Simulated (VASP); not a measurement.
# Ta4C3 (Pm-3m) in VASP: further runs, part 2 of 2

VASP 6.6.1. The steps go on from the part before.

## 3. Single point, r2SCAN (volume scaled by 1.10)

POSCAR reads:

```
Ta4C3
1.0
    4.5676262254      0.0000000000      0.0000000000
    0.0000000000      4.5676262254      0.0000000000
    0.0000000000      0.0000000000      4.5676262254
Ta C
4 3
Direct
    0.0000000000      0.5000000000      0.5000000000
    0.5000000000      0.0000000000      0.5000000000
    0.5000000000      0.5000000000      0.0000000000
    0.0000000000      0.0000000000      0.0000000000
    0.5000000000      0.0000000000      0.0000000000
    0.0000000000      0.5000000000      0.0000000000
    0.0000000000      0.0000000000      0.5000000000
```

INCAR.step1 reads:

```
PREC = Accurate ; ENCUT = 520
ISMEAR = 0 ; SIGMA = 0.1
LREAL = F ; LASPH = T
NELM = 60 ; NBANDS = 37
GGA = PE ; ALGO = Normal
EDIFF = 1E-4 ; LWAVE = T
LCHARG = F
```

INCAR.step2 reads:

```
PREC = Accurate ; ENCUT = 520
EDIFF = 1E-6 ; ISMEAR = 0
SIGMA = 0.1 ; LREAL = F
LASPH = T ; NELM = 60
ALGO = Normal ; ISIF = 2
LWAVE = F ; LCHARG = F
METAGGA = R2SCAN ; LMIXTAU = T
NBANDS = 37 ; ISTART = 1
```

KPOINTS reads:

```
Automatic mesh
0
Gamma
  8 8 8
```

Potentials or basis: VASP PAW PBE potentials, release 64 (Ta_pv, C).

On the command line:

```sh
$ cat potpaw_PBE.64/Ta_pv/POTCAR potpaw_PBE.64/C/POTCAR > POTCAR
$ cp INCAR.step1 INCAR
$ mpirun -np 1 vasp_std > vasp.out
$ cp INCAR.step2 INCAR
$ mpirun -np 1 vasp_std > vasp.out
```

OUTCAR:

```text
PREC = Accurate
   ENCUT = 520
   EDIFF = 1E-6
   ISMEAR = 0
   LREAL = F
   LASPH = T
   NELM = 60
   ISIF = 2
   METAGGA = R2SCAN
   ISTART = 1

 ion  position               nearest neighbor table
   1  0.000  0.500  0.500-   6 2.28   7 2.28   6 2.28   7 2.28   3 3.23   3 3.23   4 3.23   4 3.23
                             2 3.23   4 3.23   2 3.23   4 3.23   2 3.23   3 3.23   3 3.23   2 3.23
   2  0.500  0.000  0.500-   5 2.28   7 2.28   5 2.28   7 2.28   3 3.23   3 3.23   4 3.23   4 3.23
                             1 3.23   3 3.23   3 3.23   1 3.23   4 3.23   1 3.23   4 3.23   1 3.23
   3  0.500  0.500  0.000-   5 2.28   6 2.28   5 2.28   6 2.28   2 3.23   1 3.23   2 3.23   2 3.23
                             4 3.23   4 3.23   2 3.23   1 3.23   4 3.23   1 3.23   1 3.23   4 3.23
   4  0.000  0.000  0.000-   5 2.28   6 2.28   7 2.28   7 2.28   6 2.28   5 2.28   1 3.23   2 3.23
                             1 3.23   1 3.23   3 3.23   2 3.23   1 3.23   2 3.23   3 3.23   3 3.23
   5  0.500  0.000  0.000-   2 2.28   3 2.28   4 2.28   2 2.28   3 2.28   4 2.28
   6  0.000  0.500  0.000-   1 2.28   3 2.28   4 2.28   1 2.28   4 2.28   3 2.28
   7  0.000  0.000  0.500-   1 2.28   2 2.28   4 2.28   4 2.28   1 2.28   2 2.28

  LATTYP: Found a simple cubic cell.
 ALAT       =     4.5676262254

  Lattice vectors:

 A1 = (   4.5676262254,   0.0000000000,   0.0000000000)
 A2 = (   0.0000000000,   4.5676262254,   0.0000000000)
[... 199 lines left out ...]
      4     -29.8528      2.00000
      5     -29.8528      2.00000
      6     -29.8528      2.00000
[... 949 lines left out ...]
     36       9.6483      0.00000
     37       9.9384      0.00000

 [... further k-points ...]

------------------------ aborting loop because EDIFF is reached ----------------------------------------

  FORCE on cell =-STRESS in cart. coord.  units (eV):
  Direction    XX          YY          ZZ          XY          YZ          ZX
  --------------------------------------------------------------------------------------
  -------------------------------------------------------------------------------------
  Total      -13.8357376    -13.8357376    -13.8357376      0.0000000     -0.0000000      0.0000000
  in kB     -232.6168793   -232.6168793   -232.6168793      0.0000000     -0.0000000      0.0000000
  external PRESSURE =    -232.6168793 kB  Pullay stress =       0.0000000 kB

 VOLUME and BASIS-vectors are now :
 -----------------------------------------------------------------------------
  energy-cutoff  :      520.00
  volume of cell :       95.30
      direct lattice vectors                 reciprocal lattice vectors
     4.567626225  0.000000000  0.000000000     0.218932100  0.000000000  0.000000000
     0.000000000  4.567626225  0.000000000     0.000000000  0.218932100  0.000000000
     0.000000000  0.000000000  4.567626225     0.000000000  0.000000000  0.218932100

 POSITION                                       TOTAL-FORCE (eV/Angst)
 -----------------------------------------------------------------------------------
      0.00000      2.28381      2.28381         0.000000      0.000000      0.000000
      2.28381      0.00000      2.28381         0.000000      0.000000      0.000000
      2.28381      2.28381      0.00000         0.000000      0.000000      0.000000
      0.00000      0.00000      0.00000         0.000000      0.000000      0.000000
      2.28381      0.00000      0.00000         0.000000      0.000000      0.000000
      0.00000      2.28381      0.00000         0.000000      0.000000      0.000000
      0.00000      0.00000      2.28381         0.000000      0.000000      0.000000
 -----------------------------------------------------------------------------------
    total drift:                                0.000000      0.000000      0.000000

  FREE ENERGIE OF THE ION-ELECTRON SYSTEM (eV)
  ---------------------------------------------------
  free  energy   TOTEN  =      -227.1266644875 eV

  energy  without entropy=     -227.1078711319  energy(sigma->0) =     -227.11726781
```

OUTCAR.step1:

```text
PREC = Accurate
   ENCUT = 520
   ISMEAR = 0
   LREAL = F
[... 1205 lines left out ...]
      0.00000      0.00000      0.00000         0.000000      0.000000      0.000000
      2.28381      0.00000      0.00000         0.000000      0.000000      0.000000
      0.00000      2.28381      0.00000         0.000000      0.000000      0.000000
      0.00000      0.00000      2.28381         0.000000      0.000000      0.000000
 -----------------------------------------------------------------------------------
    total drift:                                0.000000      0.000000      0.000000

  FREE ENERGIE OF THE ION-ELECTRON SYSTEM (eV)
  ---------------------------------------------------
  free  energy   TOTEN  =       -77.5800993023 eV

  energy  without entropy=      -77.5611470400  energy(sigma->0) =      -77.57062317
```

Wall time 2.4 min (1 thread of Intel Xeon 6975P-C (Granite Rapids), shared host); peak memory 0.27 GiB.

Results:

- Free energy: -227.1267 eV
- Pressure: -23.3 GPa
- Band gap on the k mesh: zero (band 28 reaches 6.64 eV, above the bottom of band 29 at 5.81 eV)

Caveat: the PAW data sets were made with another functional, which shifts forces and pressure a little; spin-orbit coupling is left out, which moves the levels of the heavy elements.
